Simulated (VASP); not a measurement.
TiH5, 6 atoms in the cell. Symmetry: Fmm2, No. 42, orthorhombic system. Conventional cell: a = 3.794 Å, b = 7.076 Å, c = 5.180 Å, α = 90.00°, β = 90.00°, γ = 90.00°. Within 2.6 Å of Ti (site symmetry mm2) lie 11 H at 1.95 to 2.07 Å. Within 1.2 Å of H (site symmetry 2) lie 1 H at 0.89 Å. Within 1.2 Å of H (site symmetry 2) lie 1 H at 0.89 Å. Within 2.6 Å of H (site symmetry mm2) lie 3 Ti at 1.95 to 2.00 Å and 12 H at 2.01 to 2.54 Å. The cell was built from a structure type or drawn by symmetry, and may not be a known phase.

- Program: VASP 6.6.1
- Task: single point
- Functional: PBE
- Potentials or basis: VASP PAW PBE potentials, release 64 (Ti_sv, H)
- Cutoff: 500 eV
- k mesh: 5 × 5 × 5
- Occupations: gaussian, width 0.2 eV
- Spin: no spin polarisation
- Dipole correction: no
- Further INCAR settings: ALGO = Normal; EDIFF = 1e-06; NBANDS = 18

Potentials or basis: VASP PAW PBE potentials, release 64 (Ti_sv, H).

The run is started by

```bash
$ cat potpaw_PBE.64/Ti_sv/POTCAR potpaw_PBE.64/H/POTCAR > POTCAR
$ mpirun -np 1 vasp_std > vasp.out
```

Hardware: 1 thread of Intel Xeon 8259CL, with other jobs on the host.

Task: Estimate the wall time of this run.

Result: Wall time 24 s on 1 thread of Intel Xeon 8259CL, on a shared host, peak memory 0.16 GiB. Counts: scf iterations 14, k points 27.
